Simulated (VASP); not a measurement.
Rh:

```
Rh
1.0
     2.73098    0.00000    0.00000
    -1.36549    2.36510    0.00000
     0.00000    0.00000    4.42849
Rh
2
Direct
  0.66667 0.33333 0.75000
  0.33333 0.66667 0.25000
```

This isn't the form of Rh at room conditions, which is fcc.

* Program: VASP 6.6.1
* Task: relaxation of cell and atoms
* Functional: BLYP
* Dispersion: D3(BJ)
* Potentials or basis: VASP PAW PBE potentials, release 64 (Rh_pv)
* Cutoff: 600 eV
* k mesh: 11 × 11 × 6
* Occupations: fermi-dirac, width 0.15 eV
* Spin: no spin polarisation

At the start: pressure -5.9 GPa; volume 14.30 Å³/atom.

Question: Where does the relaxation end?

Answer: Over 5 steps the energy falls by 6.8 meV/atom and the volume is 13.96 Å³/atom (-2.4 %); space group P6_3/mmc (No. 194, to 0.1 Å) before and after.

Step by step:
| step | energy change (eV) | largest force (eV/Å) | pressure (GPa) | volume (Å³) |
| --- | --- | --- | --- | --- |
| 1 | 0.0000 | 0.0000 | -5.92 | 28.60 |
| 2 | 0.0541 | 0.0000 | 15.89 | 26.47 |
| 3 | -0.0134 | 0.0000 | -0.06 | 27.92 |
| 4 | -0.0134 | 0.0000 | 0.10 | 27.91 |
| 5 | -0.0137 | 0.0000 | 0.02 | 27.92 |

Final structure:
```cif
data_structure
_symmetry_space_group_name_H-M 'P 1'
_symmetry_Int_Tables_number 1
_cell_length_a 2.7148
_cell_length_b 2.7148
_cell_length_c 4.3737
_cell_angle_alpha 90.000
_cell_angle_beta 90.000
_cell_angle_gamma 120.000
_cell_volume 27.92
loop_
_atom_site_label
_atom_site_type_symbol
_atom_site_fract_x
_atom_site_fract_y
_atom_site_fract_z
_atom_site_occupancy
Rh1 Rh 0.66667 0.33333 0.75000 1
Rh2 Rh 0.33333 0.66667 0.25000 1
```

Caveat: the dispersion term is far too large for a dense solid, which distorts pressure and volume; the PAW data sets were made with another functional, which shifts forces and pressure a little.
